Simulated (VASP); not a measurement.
Input of a VASP 6.6.1 run:

The input INCAR:

```
SYSTEM = P
  PREC = Accurate
  ENCUT = 520
  EDIFF = 1E-6
  ISMEAR = 0
  SIGMA = 0.1
  LREAL = .False.
  LASPH = .True.
  NELM = 100
  ALGO = Normal
  ISIF = 2
  LWAVE = .False.
  LCHARG = .False.
  GGA = PE
  NBANDS = 20
```

File KPOINTS:

```
Automatic mesh
0
Gamma
  6 6 6
  0 0 0
```

POSCAR

```
P
1.0
   -3.2072379348      3.2072379348      2.1020444755
    3.2072379348     -3.2072379348      2.1020444755
    3.2072379348      3.2072379348     -2.1020444755
P
5
Direct
    0.0000000000      0.0000000000      0.0000000000
    0.8955681437      0.6360889583      0.2594791854
    0.3639110417      0.6233902271      0.2594791854
    0.3639110417      0.1044318563      0.7405208146
    0.3766097729      0.6360889583      0.7405208146
```

Potentials or basis: VASP PAW PBE potentials, release 64 (P).

Launch:

```bash
$ cat potpaw_PBE.64/P/POTCAR > POTCAR
$ mpirun -np 1 vasp_std > vasp.out
```

Q: Estimate the largest force.

A: 0.035 eV/Å.

Q: Predict the pressure.

A: -0.2 GPa.

Stress tensor (GPa, compression positive):
```
-0.15  0.00  0.00
 0.00 -0.15  0.00
 0.00  0.00 -0.33
```
